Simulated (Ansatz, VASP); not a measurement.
**One calculation of Si, two programs**

File INCAR:

```
SYSTEM = Si
PREC = Accurate
ENCUT = 600
EDIFF = 1E-7
ISMEAR = -1
SIGMA = 0.02
LREAL = .FALSE.
LASPH = .TRUE.
NELM = 80
ALGO = Normal
ISIF = 3
LWAVE = .FALSE.
LCHARG = .FALSE.
GGA = PE
IBRION = 2
NSW = 80
EDIFFG = -0.01
```

KPOINTS

```
regular mesh
0
G
  6 6 6
  0 0 0
```

Contents of POSCAR:

```
Si
1.0
    0.0000000000      2.7135600000      2.7135600000
    2.7135600000      0.0000000000      2.7135600000
    2.7135600000      2.7135600000      0.0000000000
Si
2
Direct
    0.7500000000      0.7500000000      0.7500000000
    0.5000000000      0.5000000000      0.5000000000
```

Input for Ansatz:

```yaml
crystal:
  lattice:
    - [0.0, 2.71356, 2.71356]
    - [2.71356, 0.0, 2.71356]
    - [2.71356, 2.71356, 0.0]
  atoms:
    - { symbol: Si, position: [0.75, 0.75, 0.75] }
    - { symbol: Si, position: [0.5, 0.5, 0.5] }
accuracy: low
basis:
  ecutwfc: 544.22772491976
kpoints:
  mp_grid:
    grid: [6, 6, 6]
    shift: [0.0, 0.0, 0.0]
hamiltonian:
  xc: pbe
  dispersion: none
scf:
  max_iter: 200
  occupations:
    method: fermi_dirac
    width: 0.02
relax:
  cell: {}
```

Alike in both runs: task relaxation of cell and atoms; functional PBE; k mesh 6 × 6 × 6; occupations fermi-dirac, width 0.02 eV; no spin polarisation.

```csv
,VASP,Ansatz
version,VASP 6.6.1,Ansatz 0.2.0
potentials or method,"VASP PAW PBE potentials, release 64 (Si), cutoff 600 eV","plane waves, PAW"
valence electrons in the cell,8,8
```

VASP gave:

```
relaxed volume (Å³/atom)                                     : 20.46
relaxed cell length with the largest relative difference (Å) : 3.868
```

Problem. Estimate Ansatz's values.

Solution. Relaxed volume (Å³/atom): 20.47; relaxed cell length with the largest relative difference (Å): 3.869.
